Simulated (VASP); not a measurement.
# V (Im-3m) in VASP: notebook

The runs below take V through single point, with PBEsol.

Program: VASP 6.6.1. These are calculated values, not measurements. Logs are shortened: lines on timing, memory, paths and dates and some standing lists are left out, and cuts for length are marked.

## 1. The cell of the first run

It takes space group Im-3m (No. 229, cubic). The conventional cell has a = 3.029 Å, b = 3.029 Å, c = 3.029 Å, α = 90.00°, β = 90.00°, γ = 90.00°. V (site symmetry m-3m) has 14 V at 2.62 to 3.03 Å within 3.5 Å.

## 2. Single point, PBEsol

INCAR

```
PREC     = Accurate       # precision mode
ENCUT    = 520            # plane-wave cutoff, eV
EDIFF    = 1E-7           # SCF threshold, eV
ISMEAR   = -1             # smearing method
SIGMA    = 0.05           # smearing width, eV
LREAL    = F              # projectors in reciprocal space
LASPH    = T              # aspherical terms in the spheres
NELM     = 100            # most SCF steps
ALGO     = Normal         # electronic algorithm
ISIF     = 2              # what is computed and relaxed
LWAVE    = F              # write WAVECAR
LCHARG   = F              # write CHGCAR
GGA      = PS             # functional
NBANDS   = 12             # bands
```

KPOINTS

```
Automatic mesh
0
Gamma
  12 12 12
```

POSCAR

```
V
1.0
   -1.5143500000      1.5143500000      1.5143500000
    1.5143500000     -1.5143500000      1.5143500000
    1.5143500000      1.5143500000     -1.5143500000
V
1
Direct
    0.0000000000      0.0000000000      0.0000000000
```

Potentials or basis: VASP PAW PBE potentials, release 64 (V_sv).

Launch:

```bash
$ cat potpaw_PBE.64/V_sv/POTCAR > POTCAR
$ mpirun -np 1 vasp_std > vasp.out
```

OUTCAR:

```text
PREC = Accurate
   ENCUT = 520
   EDIFF = 1E-7
   ISMEAR = -1
   LREAL = F
   LASPH = T
   NELM = 100
   ISIF = 2
   GGA = PS

 ion  position               nearest neighbor table
   1  0.000  0.000  0.000-

  LATTYP: Found a body centered cubic cell.
 ALAT       =     3.0287000000

  Lattice vectors:

 A1 = (  -1.5143500000,   1.5143500000,   1.5143500000)
 A2 = (   1.5143500000,  -1.5143500000,   1.5143500000)
 A3 = (   1.5143500000,   1.5143500000,  -1.5143500000)

Analysis of symmetry for initial positions (statically):
=====================================================================
 Subroutine PRICEL returns:
 Original cell was already a primitive cell.

 Routine SETGRP: Setting up the symmetry group for a
 body centered cubic supercell.

 Subroutine GETGRP returns: Found 48 space group operations
 (whereof 48 operations were pure point group operations)
 out of a pool of 48 trial point group operations.

The static configuration has the point symmetry O_h .

Analysis of symmetry for dynamics (positions and initial velocities):
=====================================================================
 Subroutine PRICEL returns:
 Original cell was already a primitive cell.

 Routine SETGRP: Setting up the symmetry group for a
 body centered cubic supercell.

 Subroutine GETGRP returns: Found 48 space group operations
 (whereof 48 operations were pure point group operations)
 out of a pool of 48 trial point group operations.

The dynamic configuration has the point symmetry O_h .

 Subroutine INISYM returns: Found 48 space group operations
 (whereof 48 operations are pure point group operations),
 and found     1 'primitive' translations

----------------------------------------------------------------------------------------

                                     Primitive cell

  volume of cell :      13.8912

  direct lattice vectors                    reciprocal lattice vectors
    -1.514350000  1.514350000  1.514350000     0.000000000  0.330174662  0.330174662
     1.514350000 -1.514350000  1.514350000     0.330174662  0.000000000  0.330174662
     1.514350000  1.514350000 -1.514350000     0.330174662  0.330174662  0.000000000

  length of vectors
     2.622931140  2.622931140  2.622931140     0.466937486  0.466937486  0.466937486

  position of ions in fractional coordinates (direct lattice)
     0.000000000  0.000000000  0.000000000

  ion indices of the primitive-cell ions
   primitive index   ion index
                 1           1

----------------------------------------------------------------------------------------

 KPOINTS: Automatic mesh

Automatic generation of k-mesh.
 Grid dimensions read from file:
 generate k-points for:   12   12   12

 Generating k-lattice:

  Cartesian coordinates                     Fractional coordinates (reciprocal lattice)
     0.000000000  0.027514555  0.027514555     0.083333333  0.000000000  0.000000000
     0.027514555  0.000000000  0.027514555     0.000000000  0.083333333  0.000000000
     0.027514555  0.027514555  0.000000000     0.000000000  0.000000000  0.083333333

  Length of vectors
     0.038911457  0.038911457  0.038911457

  Shift w.r.t. Gamma in fractional coordinates (k-lattice)
     0.000000000  0.000000000  0.000000000

 Subroutine IBZKPT returns following result:
 ===========================================

 Found     72 irreducible k-points:

 Following reciprocal coordinates:
            Coordinates               Weight
  0.000000  0.000000  0.000000      1.000000
  0.083333  0.000000  0.000000     12.000000
  0.166667  0.000000  0.000000     12.000000
  0.250000  0.000000  0.000000     12.000000
  0.333333  0.000000  0.000000     12.000000
  0.416667  0.000000  0.000000     12.000000
[... 16 lines left out ...]
  0.333333  0.083333  0.083333     24.000000
  0.416667  0.083333  0.083333     12.000000
 [... further k-points ...]
   k-points           NKPTS =     72   k-points in BZ     NKDIM =     72   number of bands    NBANDS=     12
   number of dos      NEDOS =    301   number of ions     NIONS =      1
   total plane-waves  NPLWV =   8000
   dimension x,y,z NGX =    20 NGY =   20 NGZ =   20
   dimension x,y,z NGXF=    40 NGYF=   40 NGZF=   40
   ions per type =               1
   NGX,Y,Z   is equivalent  to a cutoff of  12.68, 12.68, 12.68 a.u.
   NGXF,Y,Z  is equivalent  to a cutoff of  25.35, 25.35, 25.35 a.u.
 SYSTEM =  unknown system
   PREC   = accura    normal or accurate (medium, high low for compatibility)
   ISTART =      0    job   : 0-new  1-cont  2-samecut
   ICHARG =      2    charge: 1-file 2-atom 10-const
   ISPIN  =      1    spin polarized calculation?
   LNONCOLLINEAR =      F non collinear calculations
   LSORBIT =      F    spin-orbit coupling
   LASPH  =      T    aspherical Exc in radial PAW
   ENCUT  =  520.0 eV  38.22 Ry    6.18 a.u.   4.88  4.88  4.88*2*pi/ulx,y,z
   NELM   =    100;   NELMIN=  2; NELMDL= -5     # of ELM steps
   EDIFF  = 0.1E-06   stopping-criterion for ELM
   LREAL  =      F    real-space projection
   EDIFFG = 0.1E-05   stopping-criterion for IOM
   NSW    =      0    number of steps for IOM
   IBRION =     -1    ionic relax: 0-MD 1-quasi-New 2-CG
   NFREE  =      0    steps in history (QN), initial steepest desc. (CG)
   ISIF   =      2    stress and relaxation
   ISYM   =      2    0-nonsym 1-usesym 2-fastsym
   POTIM  = 0.5000    time-step for ionic-motion
   TEBEG  =    0.0;   TEEND  =   0.0 temperature during run
   PSTRESS=    0.0 pullay stress
   NELECT =      13.0000    total number of electrons
   NUPDOWN=      -1.0000    fix difference up-down
   EMIN   =  10.00;   EMAX   =-10.00  energy-range for DOS
   EFERMI =   0.00;   METHOD = LEGACY
   ISMEAR =    -1;   SIGMA  =   0.05  broadening in eV -4-tet -1-fermi 0-gaus
   EFERMI_NEDOS =   21; number of points for ismear=-14 and -15
   IALGO  =     38    algorithm
   IMIX   =      4    mixing-type and parameters
     AMIX     =   0.40;   BMIX     =  1.00
     AMIX_MAG =   1.60;   BMIX_MAG =  1.00
  volume/ion in A,a.u.               =      13.89        93.74
  Fermi-wavevector in a.u.,A,eV,Ry     =   1.601313  3.026044 34.888125  2.564205
  Thomas-Fermi vector in A             =   2.698311
   LORBIT       =      0    0 simple, 1 ext, 2 COOP (PROOUT), +10 PAW based schemes
   GGA     = PS    functional components
   LHFCALC =     F    Hartree Fock is set to
   AEXX    =    0.0000 exact exchange contribution
   IVDW    =     0    specifies the selected vdW correction
   LEPSILON=     F    determine dielectric tensor
   LRPA    =     F    only Hartree local field effects (RPA)
 non-spin polarized calculation
  energy-cutoff  :      520.00
  volume of cell :       13.89
 maximum number of plane-waves:       384
   NGX =  9   NGY =  9   NGZ =  9

 number of electron      12.9999997 magnetization

 Free energy of the ion-electron system (eV)
  ---------------------------------------------------
  ext. energy  EPLUGINS =         0.00000000
  ---------------------------------------------------
  free energy    TOTEN  =        -9.60047485 eV

  energy without entropy =       -9.58252772  energy(sigma->0) =       -9.59150129

 E-fermi :   9.1780     XC(G=0): -12.8891

 val. band max:        9.1691081569   @ k =   0.2500   0.0000   0.0000
 cond. band min:       9.1803416684   @ k =  -0.4167   0.5000   0.1667
 fundamental gap:      0.0112335115
 Fermi energy:         9.1779701607

 k-point     1 :       0.0000    0.0000    0.0000
  band No.  band energies     occupation
      1     -54.3253      2.00000
      2     -27.7743      2.00000
      3     -27.7743      2.00000
      4     -27.7743      2.00000
      5       2.6557      2.00000
      6       9.5923      0.00050
      7       9.5923      0.00050
      8       9.5923      0.00050
      9      11.5193      0.00000
     10      11.5193      0.00000
     11      29.4311      0.00000
     12      29.4311      0.00000

 k-point     2 :       0.0833    0.0000    0.0000
  band No.  band energies     occupation
      1     -54.3136      2.00000
      2     -27.8319      2.00000
      3     -27.7920      2.00000
      4     -27.7747      2.00000
      5       2.9275      2.00000
      6       9.4793      0.00482
      7       9.5648      0.00087
      8       9.7840      0.00001
      9      11.3958      0.00000
     10      11.5271      0.00000
     11      28.9016      0.00000
     12      29.3602      0.00000

 k-point     3 :       0.1667    0.0000    0.0000
  band No.  band energies     occupation
      1     -54.2812      2.00000
      2     -27.9876      2.00000
      3     -27.8402      2.00000
      4     -27.7757      2.00000
      5       3.6921      2.00000
      6       9.1824      0.95567
      7       9.4161      0.01695
      8      10.3323      0.00000
      9      11.2043      0.00000
     10      11.5585      0.00000
     11      27.3284      0.00000
     12      28.7635      0.00000
[... 286 lines left out ...]
 k-point    23 :       0.3333    0.0833    0.0833
  band No.  band energies     occupation
      1     -54.1543      2.00000
      2     -28.5079      2.00000
      3     -28.0454      2.00000
      4     -27.8316      2.00000
      5       6.5221      2.00000
      6       8.0965      2.00000
      7       9.3811      0.03381
      8      11.5666      0.00000
      9      11.8375      0.00000
     10      13.9257      0.00000
     11      20.0069      0.00000
     12      24.2313      0.00000

 k-point    24 :       0.4167    0.0833    0.0833
  band No.  band energies     occupation
      1     -54.1436      2.00000
      2     -28.5441      2.00000
      3     -28.0717      2.00000
      4     -27.8331      2.00000
      5       6.5405      2.00000
      6       8.0232      2.00000
      7       9.8423      0.00000
      8      11.6094      0.00000
      9      11.8746      0.00000
     10      14.4486      0.00000
     11      18.9138      0.00000
     12      23.9563      0.00000

 [... further k-points ...]

------------------------ aborting loop because EDIFF is reached ----------------------------------------

  FORCE on cell =-STRESS in cart. coord.  units (eV):
  Direction    XX          YY          ZZ          XY          YZ          ZX
  --------------------------------------------------------------------------------------
  -------------------------------------------------------------------------------------
  Total       -1.0278592     -1.0278592     -1.0278592      0.0000000      0.0000000     -0.0000000
  in kB     -118.5510531   -118.5510531   -118.5510531      0.0000000      0.0000000     -0.0000000
  external PRESSURE =    -118.5510531 kB  Pullay stress =       0.0000000 kB

 VOLUME and BASIS-vectors are now :
 -----------------------------------------------------------------------------
  energy-cutoff  :      520.00
  volume of cell :       13.89
      direct lattice vectors                 reciprocal lattice vectors
    -1.514350000  1.514350000  1.514350000     0.000000000  0.330174662  0.330174662
     1.514350000 -1.514350000  1.514350000     0.330174662  0.000000000  0.330174662
     1.514350000  1.514350000 -1.514350000     0.330174662  0.330174662  0.000000000

 POSITION                                       TOTAL-FORCE (eV/Angst)
 -----------------------------------------------------------------------------------
      0.00000      0.00000      0.00000         0.000000      0.000000      0.000000
 -----------------------------------------------------------------------------------
    total drift:                                0.000000     -0.000000      0.000000

  FREE ENERGIE OF THE ION-ELECTRON SYSTEM (eV)
  ---------------------------------------------------
  free  energy   TOTEN  =        -9.6004748530 eV

  energy  without entropy=       -9.5825277178  energy(sigma->0) =       -9.59150129
```

Wall time 7.6 s (1 thread of Intel Xeon Platinum 8488C (Sapphire Rapids), shared host); peak memory 0.13 GiB.

What came out:

```yaml
Free_energy: -9.6005 eV
Pressure: -11.9 GPa
```

Levels at points of the mesh, in eV from the Fermi level:
```csv
k point,band 2,band 3,band 4,band 5,band 6,band 7,band 8,band 9,band 10,band 11
"(0.00, 0.00, 0.00)",-36.95,-36.95,-36.95,-6.52,0.41,0.41,0.41,2.34,2.34,20.25
"(0.50, 0.00, 0.00)",-37.78,-37.21,-36.96,-3.07,-1.07,1.55,2.34,2.68,3.99,9.80
"(0.50, 0.50, 0.50)",-37.52,-37.52,-37.52,-2.86,-2.86,3.61,3.61,3.61,9.90,9.90
```

Caveat: the PAW data sets were made with another functional, which shifts forces and pressure a little.

## 3. Single point, PBEsol, collinear spin, zero start

INCAR

```
SYSTEM = V
ALGO     = Normal         ! electronic algorithm
EDIFF    = 1E-6           ! SCF threshold, eV
ENCUT    = 520            ! plane-wave cutoff, eV
GGA      = PS             ! functional
ISIF     = 2              ! what is computed and relaxed
ISMEAR   = -1             ! smearing method
ISPIN    = 2              ! spin polarisation
LASPH    = .TRUE.         ! aspherical terms in the spheres
LCHARG   = .FALSE.        ! write CHGCAR
LMAXMIX  = 4              ! l up to which the mixer works
LORBIT   = 11             ! projections on sites
LREAL    = .FALSE.        ! projectors in reciprocal space
LWAVE    = .FALSE.        ! write WAVECAR
MAGMOM   = 0              ! initial moments
NBANDS   = 16             ! bands
NELM     = 150            ! most SCF steps
NUPDOWN  = 0.0            ! fixed moment
PREC     = Accurate       ! precision mode
SIGMA    = 0.05           ! smearing width, eV
```

KPOINTS

```
k-points
0
G
  10 10 10
  0 0 0
```

POSCAR is that of step 2.

Potentials or basis: VASP PAW PBE potentials, release 64 (V_sv).

Launch:

```bash
$ cat potpaw_PBE.64/V_sv/POTCAR > POTCAR
$ mpirun -np 1 vasp_std > vasp.out
```

OUTCAR:

```text
SYSTEM = V
   EDIFF = 1E-6
   ENCUT = 520
   GGA = PS
   ISIF = 2
   ISMEAR = -1
   ISPIN = 2
   LASPH = .TRUE.
   LORBIT = 11
   LREAL = .FALSE.
   NELM = 150
   NUPDOWN = 0.0
   PREC = Accurate

 ion  position               nearest neighbor table
   1  0.000  0.000  0.000-

  LATTYP: Found a body centered cubic cell.
 ALAT       =     3.0287000000

  Lattice vectors:

 A1 = (  -1.5143500000,   1.5143500000,   1.5143500000)
 A2 = (   1.5143500000,  -1.5143500000,   1.5143500000)
 A3 = (   1.5143500000,   1.5143500000,  -1.5143500000)

Analysis of symmetry for initial positions (statically):
=====================================================================
 Subroutine PRICEL returns:
 Original cell was already a primitive cell.

 Routine SETGRP: Setting up the symmetry group for a
 body centered cubic supercell.

 Subroutine GETGRP returns: Found 48 space group operations
 (whereof 48 operations were pure point group operations)
 out of a pool of 48 trial point group operations.

The static configuration has the point symmetry O_h .

[... 184 lines left out ...]
      1     -54.3725      1.00000
      2     -27.8195      1.00000
      3     -27.8195      1.00000
      4     -27.8195      1.00000
      5       2.6553      1.00000
      6       9.5596      0.00041
[... 435 lines left out ...]
      5       5.6712      1.00000
      6       8.8311      0.99887
[... 8 lines left out ...]
     15      34.0757      0.00000
     16      36.1396      0.00000

 [... further k-points ...]

 spin component 2

 k-point     1 :       0.0000    0.0000    0.0000
  band No.  band energies     occupation
      1     -54.3725      1.00000
      2     -27.8195      1.00000
      3     -27.8195      1.00000
      4     -27.8195      1.00000
      5       2.6553      1.00000
      6       9.5596      0.00041
[... 435 lines left out ...]
      5       5.6712      1.00000
      6       8.8311      0.99887
[... 8 lines left out ...]
     15      34.0757      0.00000
     16      36.1396      0.00000

 [... further k-points ...]
[... 5 lines left out ...]
  --------------------------------------------------------------------------------------
  -------------------------------------------------------------------------------------
  Total       -0.9733366     -0.9733366     -0.9733366     -0.0000000     -0.0000000     -0.0000000
  in kB     -112.2625445   -112.2625445   -112.2625445     -0.0000000     -0.0000000     -0.0000000
  external PRESSURE =    -112.2625445 kB  Pullay stress =       0.0000000 kB

 VOLUME and BASIS-vectors are now :
 -----------------------------------------------------------------------------
  energy-cutoff  :      520.00
  volume of cell :       13.89
      direct lattice vectors                 reciprocal lattice vectors
    -1.514350000  1.514350000  1.514350000     0.000000000  0.330174662  0.330174662
     1.514350000 -1.514350000  1.514350000     0.330174662  0.000000000  0.330174662
     1.514350000  1.514350000 -1.514350000     0.330174662  0.330174662  0.000000000

 POSITION                                       TOTAL-FORCE (eV/Angst)
 -----------------------------------------------------------------------------------
      0.00000      0.00000      0.00000         0.000000     -0.000000     -0.000000
 -----------------------------------------------------------------------------------
    total drift:                                0.000000     -0.000000      0.000000

  FREE ENERGIE OF THE ION-ELECTRON SYSTEM (eV)
  ---------------------------------------------------
  free  energy   TOTEN  =        -9.6065804164 eV

  energy  without entropy=       -9.5925776473  energy(sigma->0) =       -9.59957903

 total charge

# of ion       s       p       d       tot
------------------------------------------
    1        2.335   6.221   3.042  11.597

 magnetization (x)

# of ion       s       p       d       tot
------------------------------------------
    1       -0.000  -0.000   0.000  -0.000
```

It took 13 s on 1 thread of Intel Xeon Platinum 8488C (Sapphire Rapids), shared host; peak memory 0.13 GiB.

What came out:

```
Free energy                                           : -9.6066 eV
Pressure                                              : -11.2 GPa
Net moment                                            : 0.00 μB per cell
Valence electrons inside the program's atomic spheres : V 11.60
```

Caveat: the PAW data sets were made with another functional, which shifts forces and pressure a little; the total moment is fixed, so each spin has its own Fermi level.
